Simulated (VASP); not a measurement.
# HfC (Fm-3m) in VASP: further runs

HfC is run at these levels: PBEsol; tasks: relaxation of cell and atoms, single point.

Everything below comes from runs of VASP 6.6.1. Logs are shortened: lines on timing, memory, paths and dates and some standing lists are left out, and cuts for length are marked.

**1. The cell of the first run**

The structure is cubic, space group Fm-3m (No. 225). The conventional cell has a = 4.650 Å, b = 4.650 Å, c = 4.650 Å, α = 90.00°, β = 90.00°, γ = 90.00°. Hf (site symmetry m-3m) has 6 C at 2.33 Å within 3.1 Å. C (site symmetry m-3m) has 6 Hf at 2.33 Å within 3.1 Å.

**2. Relaxation of cell and atoms, PBEsol, target pressure 30 GPa, at which the enthalpy is minimised**

Input file INCAR:

```
ALGO     = Normal         # electronic algorithm
EDIFF    = 1E-7           # SCF threshold, eV
EDIFFG   = -0.02          # ionic threshold
ENCUT    = 600            # plane-wave cutoff, eV
GGA      = PS             # functional
IBRION   = 2              # ionic algorithm
ISIF     = 3              # what is computed and relaxed
ISMEAR   = -1             # smearing method
LASPH    = True           # aspherical terms in the spheres
LCHARG   = False          # write CHGCAR
LREAL    = False          # projectors in reciprocal space
LWAVE    = False          # write WAVECAR
NELM     = 60             # most SCF steps
NSW      = 80             # ionic steps
PREC     = Accurate       # precision mode
PSTRESS  = 300.0        
SIGMA    = 0.05           # smearing width, eV
```

Input file KPOINTS:

```
k-points
0
Gamma
  10 10 10
```

Input file POSCAR:

```
HfC
1.0
    0.0000000000      2.3250000000      2.3250000000
    2.3250000000      0.0000000000      2.3250000000
    2.3250000000      2.3250000000      0.0000000000
Hf C
1 1
Direct
    0.5000000000      0.5000000000      0.5000000000
    0.0000000000      0.0000000000      0.0000000000
```

Potentials or basis: VASP PAW PBE potentials, release 64 (Hf_pv, C).

The run is started by

```bash
$ cat potpaw_PBE.64/Hf_pv/POTCAR potpaw_PBE.64/C/POTCAR > POTCAR
$ mpirun -np 1 vasp_std > vasp.out
```

OUTCAR:

```text
EDIFF = 1E-7
   EDIFFG = -0.02
   ENCUT = 600
   GGA = PS
   IBRION = 2
   ISIF = 3
   ISMEAR = -1
   LASPH = True
   LREAL = False
   NELM = 60
   NSW = 80
   PREC = Accurate
   PSTRESS = 300.0

 ion  position               nearest neighbor table
   1  0.500  0.500  0.500-   2 2.33   2 2.33   2 2.33   2 2.33   2 2.33   2 2.33
   2  0.000  0.000  0.000-   1 2.33   1 2.33   1 2.33   1 2.33   1 2.33   1 2.33

  LATTYP: Found a face centered cubic cell.
 ALAT       =     4.6500000000

  Lattice vectors:

 A1 = (   0.0000000000,   2.3250000000,   2.3250000000)
 A2 = (   2.3250000000,   0.0000000000,   2.3250000000)
 A3 = (   2.3250000000,   2.3250000000,   0.0000000000)

Analysis of symmetry for initial positions (statically):
=====================================================================
 Subroutine PRICEL returns:
 Original cell was already a primitive cell.

 Routine SETGRP: Setting up the symmetry group for a
 face centered cubic supercell.

 Subroutine GETGRP returns: Found 48 space group operations
 (whereof 48 operations were pure point group operations)
 out of a pool of 48 trial point group operations.

The static configuration has the point symmetry O_h .

Analysis of symmetry for dynamics (positions and initial velocities):
=====================================================================
 Subroutine PRICEL returns:
 Original cell was already a primitive cell.

 Routine SETGRP: Setting up the symmetry group for a
 face centered cubic supercell.

 Subroutine GETGRP returns: Found 48 space group operations
 (whereof 48 operations were pure point group operations)
 out of a pool of 48 trial point group operations.

The dynamic configuration has the point symmetry O_h .

 Subroutine INISYM returns: Found 48 space group operations
 (whereof 48 operations are pure point group operations),
 and found     1 'primitive' translations

----------------------------------------------------------------------------------------

                                     Primitive cell

  volume of cell :      25.1362

  direct lattice vectors                    reciprocal lattice vectors
     0.000000000  2.325000000  2.325000000    -0.215053763  0.215053763  0.215053763
     2.325000000  0.000000000  2.325000000     0.215053763 -0.215053763  0.215053763
     2.325000000  2.325000000  0.000000000     0.215053763  0.215053763 -0.215053763

  length of vectors
     3.288046533  3.288046533  3.288046533     0.372484045  0.372484045  0.372484045

  position of ions in fractional coordinates (direct lattice)
     0.500000000  0.500000000  0.500000000
     0.000000000  0.000000000  0.000000000

  ion indices of the primitive-cell ions
   primitive index   ion index
                 1           1
                 2           2

----------------------------------------------------------------------------------------

 KPOINTS: k-points

Automatic generation of k-mesh.
 Grid dimensions read from file:
 generate k-points for:   10   10   10

 Generating k-lattice:

  Cartesian coordinates                     Fractional coordinates (reciprocal lattice)
    -0.021505376  0.021505376  0.021505376     0.100000000  0.000000000  0.000000000
     0.021505376 -0.021505376  0.021505376     0.000000000  0.100000000  0.000000000
     0.021505376  0.021505376 -0.021505376     0.000000000  0.000000000  0.100000000

  Length of vectors
     0.037248404  0.037248404  0.037248404

  Shift w.r.t. Gamma in fractional coordinates (k-lattice)
     0.000000000  0.000000000  0.000000000

 Subroutine IBZKPT returns following result:
 ===========================================

 Found     47 irreducible k-points:

 Following reciprocal coordinates:
            Coordinates               Weight
  0.000000  0.000000  0.000000      1.000000
  0.100000  0.000000  0.000000      8.000000
  0.200000  0.000000  0.000000      8.000000
  0.300000  0.000000  0.000000      8.000000
  0.400000  0.000000  0.000000      8.000000
  0.500000  0.000000  0.000000      4.000000
[... 16 lines left out ...]
  0.300000  0.300000  0.000000      6.000000
  0.400000  0.300000  0.000000     24.000000
 [... further k-points ...]
   k-points           NKPTS =     47   k-points in BZ     NKDIM =     47   number of bands    NBANDS=     11
   number of dos      NEDOS =    301   number of ions     NIONS =      2
   total plane-waves  NPLWV =  21952
   dimension x,y,z NGX =    28 NGY =   28 NGZ =   28
   dimension x,y,z NGXF=    56 NGYF=   56 NGZF=   56
   ions per type =               1   1
   NGX,Y,Z   is equivalent  to a cutoff of  14.16, 14.16, 14.16 a.u.
   NGXF,Y,Z  is equivalent  to a cutoff of  28.31, 28.31, 28.31 a.u.
 SYSTEM =  unknown system
   PREC   = accura    normal or accurate (medium, high low for compatibility)
   ISTART =      0    job   : 0-new  1-cont  2-samecut
   ICHARG =      2    charge: 1-file 2-atom 10-const
   ISPIN  =      1    spin polarized calculation?
   LNONCOLLINEAR =      F non collinear calculations
   LSORBIT =      F    spin-orbit coupling
   LASPH  =      T    aspherical Exc in radial PAW
   ENCUT  =  600.0 eV  44.10 Ry    6.64 a.u.   6.57  6.57  6.57*2*pi/ulx,y,z
   NELM   =     60;   NELMIN=  2; NELMDL= -5     # of ELM steps
   EDIFF  = 0.1E-06   stopping-criterion for ELM
   LREAL  =      F    real-space projection
   EDIFFG = -.2E-01   stopping-criterion for IOM
   NSW    =     80    number of steps for IOM
   IBRION =      2    ionic relax: 0-MD 1-quasi-New 2-CG
   NFREE  =      1    steps in history (QN), initial steepest desc. (CG)
   ISIF   =      3    stress and relaxation
   ISYM   =      2    0-nonsym 1-usesym 2-fastsym
   POTIM  = 0.5000    time-step for ionic-motion
   TEBEG  =    0.0;   TEEND  =   0.0 temperature during run
   PSTRESS=  300.0 pullay stress
   NELECT =      14.0000    total number of electrons
   NUPDOWN=      -1.0000    fix difference up-down
   EMIN   =  10.00;   EMAX   =-10.00  energy-range for DOS
   EFERMI =   0.00;   METHOD = LEGACY
   ISMEAR =    -1;   SIGMA  =   0.05  broadening in eV -4-tet -1-fermi 0-gaus
   EFERMI_NEDOS =   21; number of points for ismear=-14 and -15
   IALGO  =     38    algorithm
   IMIX   =      4    mixing-type and parameters
     AMIX     =   0.40;   BMIX     =  1.00
     AMIX_MAG =   1.60;   BMIX_MAG =  1.00
  volume/ion in A,a.u.               =      12.57        84.81
  Fermi-wavevector in a.u.,A,eV,Ry     =   1.346949  2.545365 24.684672  1.814272
  Thomas-Fermi vector in A             =   2.474740
   LORBIT       =      0    0 simple, 1 ext, 2 COOP (PROOUT), +10 PAW based schemes
   GGA     = PS    functional components
   LHFCALC =     F    Hartree Fock is set to
   AEXX    =    0.0000 exact exchange contribution
   IVDW    =     0    specifies the selected vdW correction
   LEPSILON=     F    determine dielectric tensor
   LRPA    =     F    only Hartree local field effects (RPA)
 conjugate gradient relaxation of ions
 non-spin polarized calculation
  energy-cutoff  :      600.00
  volume of cell :       25.14
 maximum number of plane-waves:       869
 NGX is ok and might be reduce to    28
   NGX = 13   NGY = 13   NGZ = 13

--------------------------------------- Ionic step        1  -------------------------------------------

 number of electron      14.0000000 magnetization

 Free energy of the ion-electron system (eV)
  ---------------------------------------------------
  ext. energy  EPLUGINS =         0.00000000
  ---------------------------------------------------
  free energy    TOTEN  =       -22.17921166 eV

  energy without entropy =      -22.17642586  energy(sigma->0) =      -22.17781876

------------------------ aborting loop because EDIFF is reached ----------------------------------------

  FORCE on cell =-STRESS in cart. coord.  units (eV):
  Direction    XX          YY          ZZ          XY          YZ          ZX
  --------------------------------------------------------------------------------------
  -------------------------------------------------------------------------------------
  Total       -1.1046191     -1.1046191     -1.1046191      0.0000000      0.0000000     -0.0000000
  in kB      -70.4083673    -70.4083673    -70.4083673      0.0000000      0.0000000     -0.0000000
  external PRESSURE =    -370.4083673 kB  Pullay stress =     300.0000000 kB

 VOLUME and BASIS-vectors are now :
 -----------------------------------------------------------------------------
  energy-cutoff  :      600.00
  volume of cell :       25.14
      direct lattice vectors                 reciprocal lattice vectors
     0.000000000  2.325000000  2.325000000    -0.215053763  0.215053763  0.215053763
     2.325000000  0.000000000  2.325000000     0.215053763 -0.215053763  0.215053763
     2.325000000  2.325000000  0.000000000     0.215053763  0.215053763 -0.215053763
[... 8 lines left out ...]
  FREE ENERGIE OF THE ION-ELECTRON SYSTEM (eV)
  ---------------------------------------------------
  free  energy   TOTEN  =       -22.1792116606 eV

  energy  without entropy=      -22.1764258609  energy(sigma->0) =      -22.17781876

  enthalpy is  TOTEN    =       -17.4725872852 eV   P V=        4.7066243753

--------------------------------------- Ionic step        2  -------------------------------------------

 number of electron      14.0000000 magnetization

 E-fermi :  10.0314     XC(G=0): -14.8105

 val. band max:        9.9130406851   @ k =   0.5000   0.4000   0.0000
 cond. band min:      10.1472670267   @ k =   0.1000   0.1000   0.0000
 fundamental gap:      0.2342263416
 Fermi energy:        10.0314232097

 k-point     1 :       0.0000    0.0000    0.0000
  band No.  band energies     occupation
      1     -17.5131      2.00000
      2     -17.5131      2.00000
      3     -17.5131      2.00000
      4      -4.4580      2.00000
      5      10.9734      0.00000
      6      10.9734      0.00000
      7      10.9734      0.00000
      8      11.1932      0.00000
      9      11.1932      0.00000
     10      11.1932      0.00000
     11      14.5930      0.00000

 k-point     2 :       0.1000    0.0000    0.0000
  band No.  band energies     occupation
      1     -17.8940      2.00000
      2     -17.5382      2.00000
      3     -17.5382      2.00000
      4      -3.8947      2.00000
      5       9.1015      2.00000
      6       9.4942      1.99996
      7       9.4942      1.99996
      8      11.6858      0.00000
      9      11.6858      0.00000
     10      12.4790      0.00000
     11      16.4667      0.00000
[... 413 lines left out ...]
  FREE ENERGIE OF THE ION-ELECTRON SYSTEM (eV)
  ---------------------------------------------------
  free  energy   TOTEN  =       -22.0185906213 eV

  energy  without entropy=      -22.0161791682  energy(sigma->0) =      -22.01738489

  enthalpy is  TOTEN    =       -17.8527818729 eV   P V=        4.1658087484

--------------------------------------- Ionic step        5  -------------------------------------------

 number of electron      14.0000001 magnetization

 Free energy of the ion-electron system (eV)
  ---------------------------------------------------
  ext. energy  EPLUGINS =         0.00000000
  ---------------------------------------------------
  free energy    TOTEN  =       -22.00055433 eV

  energy without entropy =      -21.99816141  energy(sigma->0) =      -21.99935787

 E-fermi :   6.8418     XC(G=0): -13.0551

 val. band max:        6.7625291536   @ k =   0.1000   0.0000   0.0000
 cond. band min:       6.9036043156   @ k =   0.5000   0.5000   0.0000
 fundamental gap:      0.1410751620
 Fermi energy:         6.8417724057

 k-point     1 :       0.0000    0.0000    0.0000
  band No.  band energies     occupation
      1     -22.0694      2.00000
      2     -22.0694      2.00000
      3     -22.0694      2.00000
      4      -6.1092      2.00000
      5       7.9157      0.00000
      6       7.9157      0.00000
      7       7.9157      0.00000
      8       8.1743      0.00000
      9       8.1743      0.00000
     10       8.1743      0.00000
     11      10.5717      0.00000

 k-point     2 :       0.1000    0.0000    0.0000
  band No.  band energies     occupation
      1     -22.1844      2.00000
      2     -22.0794      2.00000
      3     -22.0794      2.00000
      4      -5.7997      2.00000
      5       6.3737      1.99983
      6       6.7625      1.65979
      7       6.7625      1.65978
      8       8.6571      0.00000
      9       8.6571      0.00000
     10       9.1215      0.00000
     11      11.8510      0.00000
[... 330 lines left out ...]
 POSITION                                       TOTAL-FORCE (eV/Angst)
 -----------------------------------------------------------------------------------
      2.22899      2.22899      2.22899        -0.000000      0.000000      0.000000
      0.00000      0.00000      0.00000         0.000000     -0.000000     -0.000000
 -----------------------------------------------------------------------------------
    total drift:                                0.000000      0.000000      0.000000

  FREE ENERGIE OF THE ION-ELECTRON SYSTEM (eV)
  ---------------------------------------------------
  free  energy   TOTEN  =       -22.0005543326 eV

  energy  without entropy=      -21.9981614143  energy(sigma->0) =      -21.99935787

  enthalpy is  TOTEN    =       -17.8532860446 eV   P V=        4.1472682881

 reached required accuracy - stopping structural energy minimisation
```

Wall time 89 s (1 thread of AMD EPYC 7R13 (Zen 3), shared host); peak memory 0.14 GiB.

What came out:

| Item | Value |
| --- | --- |
| Free energy | -22.0006 eV |
| Relaxed volume | 11.07 Å³/atom |
| Relaxed cell | a = 3.152 Å, b = 3.152 Å, c = 3.152 Å, α = 60.00°, β = 60.00°, γ = 60.00° |
| Space group after relaxing (to 0.05 Å) | Fm-3m (No. 225) |
| Energy change on relaxing (the enthalpy is what falls) | +89.3 meV/atom |
| Ionic steps | 5 |
| Pressure after relaxing | 30.0 GPa |
| Band gap on the k mesh | zero (band 7 reaches 7.92 eV, above the bottom of band 8 at 6.45 eV) |

Step by step:
```csv
step,energy change (eV),largest force (eV/Å),pressure (GPa),volume (Å³)
1,0.0000,0.0000,-7.04,25.14
2,4.6039,0.0000,249.66,15.98
3,0.1189,0.0000,24.35,22.50
4,0.1606,0.0000,28.38,22.25
5,0.1787,0.0000,30.01,22.15
```

Final structure:
```
Hf C
1.0
     0.00000    2.22899    2.22899
     2.22899    0.00000    2.22899
     2.22899    2.22899    0.00000
Hf C
1 1
Cartesian
  2.2290 2.2290 2.2290
  0.0000 0.0000 0.0000
```

Levels at points of the mesh, in eV from the Fermi level:
```csv
k point,band 3,band 4,band 5,band 6,band 7,band 8,band 9,band 10,band 11
"(0.00, 0.00, 0.00)",-28.91,-12.95,1.07,1.07,1.07,1.33,1.33,1.33,3.73
"(0.50, 0.00, 0.00)",-29.01,-8.32,-6.80,-3.49,-3.49,6.03,6.03,6.58,7.15
"(0.50, 0.50, 0.00)",-29.28,-11.00,-2.40,-2.33,0.06,0.06,6.04,7.76,7.76
```

Caveat: the cell is relaxed towards a set pressure, so the enthalpy falls and the energy may rise; the PAW data sets were made with another functional, which shifts forces and pressure a little; spin-orbit coupling is left out, which moves the levels of the heavy elements.

**3. Single point, PBEsol**

Input file INCAR:

```
SYSTEM = HfC
  PREC = Accurate
  ENCUT = 520
  EDIFF = 1E-6
  ISMEAR = -1
  SIGMA = 0.025
  LREAL = .FALSE.
  LASPH = .TRUE.
  NELM = 100
  ALGO = Normal
  ISIF = 2
  LWAVE = .FALSE.
  LCHARG = .FALSE.
  GGA = PS
  NBANDS = 14
```

Input file KPOINTS:

```
Automatic mesh
0
G
  10 10 10
  0 0 0
```

POSCAR is that of step 2.

Potentials or basis: VASP PAW PBE potentials, release 64 (Hf_pv, C).

The run is started by

```bash
$ cat potpaw_PBE.64/Hf_pv/POTCAR potpaw_PBE.64/C/POTCAR > POTCAR
$ mpirun -np 1 vasp_std > vasp.out
```

Run time: 13 s. Hardware: 1 thread of Intel Xeon 8259CL, shared host; peak memory 0.15 GiB.

The run converged. Its results:

| Quantity | Value |
| --- | --- |
| Free energy | -22.1773 eV |
| Pressure | -7.0 GPa |
| Band gap on the k mesh | zero (band 7 reaches 6.83 eV, above the bottom of band 8 at 5.41 eV) |

Levels at points of the mesh, in eV from the Fermi level:
```
           k point  band 4  band 5  band 6  band 7  band 8  band 9  band 10  band 11
(0.00, 0.00, 0.00)  -12.32    0.99    0.99    0.99    1.31    1.31     1.31     3.33
(0.50, 0.00, 0.00)   -8.52   -6.21   -3.02   -3.02    5.26    5.26     5.73     6.48
(0.50, 0.50, 0.00)  -10.39   -2.62   -1.86   -0.11   -0.11    5.27     6.69     6.69
```

Caveat: the PAW data sets were made with another functional, which shifts forces and pressure a little; spin-orbit coupling is left out, which moves the levels of the heavy elements.

**4. Single point, PBEsol**

Input file INCAR:

```
ALGO = Normal
EDIFF = 1E-7
ENCUT = 520
GGA = PS
ISIF = 2
ISMEAR = -1
LASPH = T
LCHARG = F
LREAL = F
LWAVE = F
NBANDS = 14
NELM = 60
PREC = Accurate
SIGMA = 0.01
```

Input file KPOINTS:

```
k-points
0
Gamma
  10 10 10
```

POSCAR is that of step 3.

The run is started by

```bash
$ cat potpaw_PBE.64/Hf_pv/POTCAR potpaw_PBE.64/C/POTCAR > POTCAR
$ mpirun -np 1 vasp_std > vasp.out
```

It took 16 s on 1 thread of Intel Xeon 8259CL, shared host; peak memory 0.15 GiB.

It converged, with:

```
Free energy            : -22.1769 eV
Pressure               : -7.0 GPa
Band gap on the k mesh : zero (band 7 reaches 6.83 eV, above the bottom of band 8 at 5.41 eV)
```

Levels at points of the mesh, in eV from the Fermi level:
| k point | band 5 | band 6 | band 7 | band 8 | band 9 | band 10 |
| --- | --- | --- | --- | --- | --- | --- |
| (0.00, 0.00, 0.00) | 1.00 | 1.00 | 1.00 | 1.32 | 1.32 | 1.32 |
| (0.50, 0.00, 0.00) | -6.20 | -3.01 | -3.01 | 5.27 | 5.27 | 5.74 |
| (0.50, 0.50, 0.00) | -2.61 | -1.85 | -0.10 | -0.10 | 5.27 | 6.70 |

Caveat: the PAW data sets were made with another functional, which shifts forces and pressure a little; spin-orbit coupling is left out, which moves the levels of the heavy elements.

**5. Summary**

```csv
task,cell,cutoff (eV),smearing,gap on the mesh (eV),pressure (GPa)
relaxation of cell and atoms,relaxed to 30 GPa,600,fermi-dirac 0.05 eV,none,30.0
single point,as given,520,fermi-dirac 0.025 eV,none,-7.0
single point,as given,520,fermi-dirac 0.01 eV,none,-7.0
```

Alike in all rows: level PBEsol; potentials or basis VASP PAW PBE potentials, release 64 (Hf_pv, C); no spin polarisation; k mesh 10 × 10 × 10.

Caveats: the PAW data sets were made with another functional, which shifts forces and pressure a little; spin-orbit coupling is left out, which moves the levels of the heavy elements; the cell is relaxed towards a set pressure, so the enthalpy falls and the energy may rise (some runs).

Absolute energies hang on the potentials; compare differences alone.
